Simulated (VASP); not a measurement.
# KF (Fmmm) in VASP: a series of runs

The runs below take KF through single point, with PBE.

Program: VASP 6.6.1. These are calculated values, not measurements. Logs are shortened: lines on timing, memory, paths and dates and some standing lists are left out, and cuts for length are marked.

### Step 1. The cell of the first run

Symmetry: Fmmm, No. 69, orthorhombic system. The conventional cell has a = 4.608 Å, b = 5.042 Å, c = 5.421 Å, α = 90.00°, β = 90.00°, γ = 90.00°. Within 3.0 Å of K (site symmetry mmm) lie 6 F at 2.30 to 2.71 Å. Within 3.0 Å of F (site symmetry mmm) lie 6 K at 2.30 to 2.71 Å.

### Step 2. Single point, PBE (normal strain along x -0.0700, normal strain along z -0.1500)

Input file INCAR:

```
ALGO = Normal ; EDIFF = 1E-6
ENCUT = 520 ; GGA = PE
ISIF = 2 ; ISMEAR = 0
LASPH = T ; LCHARG = F
LREAL = F ; LWAVE = F
NBANDS = 15 ; NELM = 60
PREC = Accurate ; SIGMA = 0.05
```

Input file KPOINTS:

```
k-points
0
Gamma
  8 8 8
```

Input file POSCAR:

```
KF
1.0
    0.0000000000      2.7105354767      2.3039551552
    2.5207979933      0.0000000000      2.3039551552
    2.5207979933      2.7105354767      0.0000000000
K F
1 1
Direct
    0.0000000000      0.0000000000      0.0000000000
    0.5000000000      0.5000000000      0.5000000000
```

Potentials or basis: VASP PAW PBE potentials, release 64 (K_sv, F).

The run is started by

```
$ cat potpaw_PBE.64/K_sv/POTCAR potpaw_PBE.64/F/POTCAR > POTCAR
$ mpirun -np 1 vasp_std > vasp.out
```

OUTCAR:

```text
EDIFF = 1E-6
   ENCUT = 520
   GGA = PE
   ISIF = 2
   ISMEAR = 0
   LASPH = T
   LREAL = F
   NELM = 60
   PREC = Accurate

 ion  position               nearest neighbor table
   1  0.000  0.000  0.000-   2 2.30   2 2.30   2 2.52   2 2.52   2 2.71   2 2.71
   2  0.500  0.500  0.500-   1 2.30   1 2.30   1 2.52   1 2.52   1 2.71   1 2.71

  LATTYP: Found a face centered orthorhombic cell.
 ALAT       =     4.6079103104
 B/A-ratio  =     1.0941176470
 C/A-ratio  =     1.1764705882

  Lattice vectors:

 A1 = (   2.5207979933,   2.7105354767,   0.0000000000)
 A2 = (   0.0000000000,   2.7105354767,   2.3039551552)
 A3 = (   2.5207979933,   0.0000000000,   2.3039551552)

Analysis of symmetry for initial positions (statically):
=====================================================================
 Subroutine PRICEL returns:
 Original cell was already a primitive cell.

 Routine SETGRP: Setting up the symmetry group for a
 face centered orthorhombic supercell.

 Subroutine GETGRP returns: Found  8 space group operations
 (whereof  8 operations were pure point group operations)
 out of a pool of  8 trial point group operations.

The static configuration has the point symmetry D_2h.

Analysis of symmetry for dynamics (positions and initial velocities):
=====================================================================
 Subroutine PRICEL returns:
 Original cell was already a primitive cell.

 Routine SETGRP: Setting up the symmetry group for a
 face centered orthorhombic supercell.

 Subroutine GETGRP returns: Found  8 space group operations
 (whereof  8 operations were pure point group operations)
 out of a pool of  8 trial point group operations.

The dynamic configuration has the point symmetry D_2h.

 Subroutine INISYM returns: Found  8 space group operations
 (whereof  8 operations are pure point group operations),
 and found     1 'primitive' translations

----------------------------------------------------------------------------------------

                                     Primitive cell

  volume of cell :      31.4845

  direct lattice vectors                    reciprocal lattice vectors
     0.000000000  2.710535477  2.303955155    -0.198349888  0.184465396  0.217018113
     2.520797993  0.000000000  2.303955155     0.198349888 -0.184465396  0.217018113
     2.520797993  2.710535477  0.000000000     0.198349888  0.184465396 -0.217018113

  length of vectors
     3.557416468  3.415059572  3.701543610     0.347083595  0.347083595  0.347083595

  position of ions in fractional coordinates (direct lattice)
     0.000000000  0.000000000  0.000000000
     0.500000000  0.500000000  0.500000000

  ion indices of the primitive-cell ions
   primitive index   ion index
                 1           1
                 2           2

----------------------------------------------------------------------------------------

 KPOINTS: k-points

Automatic generation of k-mesh.
 Grid dimensions read from file:
 generate k-points for:    8    8    8

 Generating k-lattice:

  Cartesian coordinates                     Fractional coordinates (reciprocal lattice)
    -0.024793736  0.023058174  0.027127264     0.125000000  0.000000000  0.000000000
     0.024793736 -0.023058174  0.027127264     0.000000000  0.125000000  0.000000000
     0.024793736  0.023058174 -0.027127264     0.000000000  0.000000000  0.125000000

  Length of vectors
     0.043385449  0.043385449  0.043385449

  Shift w.r.t. Gamma in fractional coordinates (k-lattice)
     0.000000000  0.000000000  0.000000000

 Subroutine IBZKPT returns following result:
 ===========================================

 Found     95 irreducible k-points:

 Following reciprocal coordinates:
            Coordinates               Weight
  0.000000  0.000000  0.000000      1.000000
  0.125000  0.000000  0.000000      8.000000
  0.250000  0.000000  0.000000      8.000000
  0.375000  0.000000  0.000000      8.000000
  0.500000  0.000000  0.000000      4.000000
  0.125000  0.125000  0.000000      2.000000
[... 16 lines left out ...]
  0.250000  0.000000  0.125000      8.000000
  0.375000  0.000000  0.125000      8.000000
 [... further k-points ...]
   k-points           NKPTS =     95   k-points in BZ     NKDIM =     95   number of bands    NBANDS=     15
   number of dos      NEDOS =    301   number of ions     NIONS =      2
   total plane-waves  NPLWV =  21952
   dimension x,y,z NGX =    28 NGY =   28 NGZ =   28
   dimension x,y,z NGXF=    56 NGYF=   56 NGZF=   56
   ions per type =               1   1
   NGX,Y,Z   is equivalent  to a cutoff of  13.09, 13.63, 12.58 a.u.
   NGXF,Y,Z  is equivalent  to a cutoff of  26.17, 27.26, 25.15 a.u.
 SYSTEM =  unknown system
   PREC   = accura    normal or accurate (medium, high low for compatibility)
   ISTART =      0    job   : 0-new  1-cont  2-samecut
   ICHARG =      2    charge: 1-file 2-atom 10-const
   ISPIN  =      1    spin polarized calculation?
   LNONCOLLINEAR =      F non collinear calculations
   LSORBIT =      F    spin-orbit coupling
   LASPH  =      T    aspherical Exc in radial PAW
   ENCUT  =  520.0 eV  38.22 Ry    6.18 a.u.   6.61  6.35  6.88*2*pi/ulx,y,z
   NELM   =     60;   NELMIN=  2; NELMDL= -5     # of ELM steps
   EDIFF  = 0.1E-05   stopping-criterion for ELM
   LREAL  =      F    real-space projection
   EDIFFG = 0.1E-04   stopping-criterion for IOM
   NSW    =      0    number of steps for IOM
   IBRION =     -1    ionic relax: 0-MD 1-quasi-New 2-CG
   NFREE  =      0    steps in history (QN), initial steepest desc. (CG)
   ISIF   =      2    stress and relaxation
   ISYM   =      2    0-nonsym 1-usesym 2-fastsym
   POTIM  = 0.5000    time-step for ionic-motion
   TEBEG  =    0.0;   TEEND  =   0.0 temperature during run
   PSTRESS=    0.0 pullay stress
   NELECT =      16.0000    total number of electrons
   NUPDOWN=      -1.0000    fix difference up-down
   EMIN   =  10.00;   EMAX   =-10.00  energy-range for DOS
   EFERMI =   0.00;   METHOD = LEGACY
   ISMEAR =     0;   SIGMA  =   0.05  broadening in eV -4-tet -1-fermi 0-gaus
   EFERMI_NEDOS =   21; number of points for ismear=-14 and -15
   IALGO  =     38    algorithm
   IMIX   =      4    mixing-type and parameters
     AMIX     =   0.40;   BMIX     =  1.00
     AMIX_MAG =   1.60;   BMIX_MAG =  1.00
  volume/ion in A,a.u.               =      15.74       106.23
  Fermi-wavevector in a.u.,A,eV,Ry     =   1.306419  2.468774 23.221474  1.706730
  Thomas-Fermi vector in A             =   2.437222
   LORBIT       =      0    0 simple, 1 ext, 2 COOP (PROOUT), +10 PAW based schemes
   GGA     = PE    functional components
   LHFCALC =     F    Hartree Fock is set to
   AEXX    =    0.0000 exact exchange contribution
   IVDW    =     0    specifies the selected vdW correction
   LEPSILON=     F    determine dielectric tensor
   LRPA    =     F    only Hartree local field effects (RPA)
 non-spin polarized calculation
 Gauss-broadening in eV      SIGMA  =   0.05
  energy-cutoff  :      520.00
  volume of cell :       31.48
 maximum number of plane-waves:       868
 NGX is ok and might be reduce to    28
   NGX = 13   NGY = 13   NGZ = 13

 number of electron      15.9999995 magnetization

 Free energy of the ion-electron system (eV)
  ---------------------------------------------------
  ext. energy  EPLUGINS =         0.00000000
  ---------------------------------------------------
  free energy    TOTEN  =        -7.82346035 eV

  energy without entropy =       -7.82346035  energy(sigma->0) =       -7.82346035

 E-fermi :  -1.5201     XC(G=0):  -9.2848

 val. band max:       -1.7263577820   @ k =   0.0000   0.5000   0.5000
 cond. band min:       4.8852957699   @ k =   0.0000   0.0000   0.0000
 fundamental gap:      6.6116535519
 Fermi energy:        -1.5201229537

 k-point     1 :       0.0000    0.0000    0.0000
  band No.  band energies     occupation
      1     -27.8383      2.00000
      2     -20.9456      2.00000
      3     -10.9952      2.00000
      4     -10.8746      2.00000
      5     -10.8224      2.00000
      6      -2.3813      2.00000
      7      -2.2476      2.00000
      8      -1.8011      2.00000
      9       4.8853      0.00000
     10       8.5531      0.00000
     11       9.0951      0.00000
     12       9.6689      0.00000
     13      10.2897      0.00000
     14      12.0038      0.00000
     15      16.2071      0.00000

 k-point     2 :       0.1250    0.0000    0.0000
  band No.  band energies     occupation
      1     -27.8019      2.00000
      2     -20.9937      2.00000
      3     -10.9740      2.00000
      4     -10.9121      2.00000
      5     -10.8492      2.00000
      6      -2.4768      2.00000
      7      -2.3570      2.00000
      8      -1.9851      2.00000
      9       5.3741      0.00000
     10       8.6689      0.00000
     11       9.1745      0.00000
     12       9.7158      0.00000
     13      10.5210      0.00000
     14      12.2406      0.00000
     15      17.1003      0.00000

 k-point     3 :       0.2500    0.0000    0.0000
  band No.  band energies     occupation
      1     -27.7119      2.00000
      2     -21.1120      2.00000
      3     -11.0677      2.00000
      4     -10.9224      2.00000
      5     -10.8430      2.00000
      6      -2.7716      2.00000
      7      -2.5532      2.00000
      8      -2.3680      2.00000
      9       6.5424      0.00000
     10       8.5870      0.00000
     11       9.7126      0.00000
     12      10.2711      0.00000
     13      11.2456      0.00000
     14      12.8431      0.00000
     15      18.2387      0.00000

 k-point     4 :       0.3750    0.0000    0.0000
  band No.  band energies     occupation
      1     -27.6184      2.00000
      2     -21.2336      2.00000
      3     -11.1979      2.00000
      4     -10.9682      2.00000
      5     -10.7554      2.00000
      6      -3.1005      2.00000
      7      -2.7143      2.00000
      8      -2.6872      2.00000
      9       7.4415      0.00000
     10       9.1166      0.00000
     11      10.2971      0.00000
     12      11.0157      0.00000
     13      12.4766      0.00000
     14      13.4968      0.00000
     15      17.0432      0.00000
[... 307 lines left out ...]
 k-point    22 :       0.1250    0.0000    0.1250
  band No.  band energies     occupation
      1     -27.8063      2.00000
      2     -20.9659      2.00000
      3     -11.0421      2.00000
      4     -10.9670      2.00000
      5     -10.8520      2.00000
      6      -2.5934      2.00000
      7      -2.2560      2.00000
      8      -1.8014      2.00000
      9       5.5571      0.00000
     10       8.1265      0.00000
     11       9.5466      0.00000
     12      10.0528      0.00000
     13      10.4294      0.00000
     14      12.0835      0.00000
     15      17.1546      0.00000

 k-point    23 :       0.2500    0.0000    0.1250
  band No.  band energies     occupation
      1     -27.7468      2.00000
      2     -21.0262      2.00000
      3     -11.1171      2.00000
      4     -11.0261      2.00000
      5     -10.8978      2.00000
      6      -2.7602      2.00000
      7      -2.3641      2.00000
      8      -1.9770      2.00000
      9       6.5030      0.00000
     10       7.9694      0.00000
     11       9.9950      0.00000
     12      10.4687      0.00000
     13      10.8225      0.00000
     14      12.4006      0.00000
     15      18.4364      0.00000

 k-point    24 :       0.3750    0.0000    0.1250
  band No.  band energies     occupation
      1     -27.6556      2.00000
      2     -21.1423      2.00000
      3     -11.2547      2.00000
      4     -10.9971      2.00000
      5     -10.9135      2.00000
      6      -2.9176      2.00000
      7      -2.5857      2.00000
      8      -2.3570      2.00000
      9       7.5119      0.00000
     10       8.4360      0.00000
     11      10.2773      0.00000
     12      11.1114      0.00000
     13      11.8624      0.00000
     14      13.0761      0.00000
     15      17.1519      0.00000

 [... further k-points ...]

------------------------ aborting loop because EDIFF is reached ----------------------------------------

  FORCE on cell =-STRESS in cart. coord.  units (eV):
  Direction    XX          YY          ZZ          XY          YZ          ZX
  --------------------------------------------------------------------------------------
  -------------------------------------------------------------------------------------
  Total        2.3559878      0.8260122      6.1468711      0.0000000      0.0000000      0.0000000
  in kB      119.8909665     42.0339212    312.8005665      0.0000000      0.0000000      0.0000000
  external PRESSURE =     158.2418181 kB  Pullay stress =       0.0000000 kB

 VOLUME and BASIS-vectors are now :
 -----------------------------------------------------------------------------
  energy-cutoff  :      520.00
  volume of cell :       31.48
      direct lattice vectors                 reciprocal lattice vectors
     0.000000000  2.710535477  2.303955155    -0.198349888  0.184465396  0.217018113
     2.520797993  0.000000000  2.303955155     0.198349888 -0.184465396  0.217018113
     2.520797993  2.710535477  0.000000000     0.198349888  0.184465396 -0.217018113

 POSITION                                       TOTAL-FORCE (eV/Angst)
 -----------------------------------------------------------------------------------
      0.00000      0.00000      0.00000         0.000000      0.000000      0.000000
      2.52080      2.71054      2.30396         0.000000      0.000000      0.000000
 -----------------------------------------------------------------------------------
    total drift:                                0.000000      0.000000      0.000000

  FREE ENERGIE OF THE ION-ELECTRON SYSTEM (eV)
  ---------------------------------------------------
  free  energy   TOTEN  =        -7.8234603518 eV

  energy  without entropy=       -7.8234603518  energy(sigma->0) =       -7.82346035
```

Run time: 21 s. Hardware: 1 thread of Intel Xeon 6975P-C (Granite Rapids), shared host; peak memory 0.18 GiB.

What came out:

```yaml
Free_energy: -7.8235 eV
Pressure: 15.8 GPa
Band_gap_on_the_k_mesh: 6.61 eV (least direct gap 6.69 eV)
```

Stress tensor (GPa, compression positive):
```
11.99  0.00  0.00
 0.00  4.20  0.00
 0.00  0.00 31.28
```

Caveat: the cell differs from its parent crystal (normal strain along x -0.0700, normal strain along z -0.1500); the cell stands under pressure. A k mesh can miss the band edges.

[end of part 1 of 2]
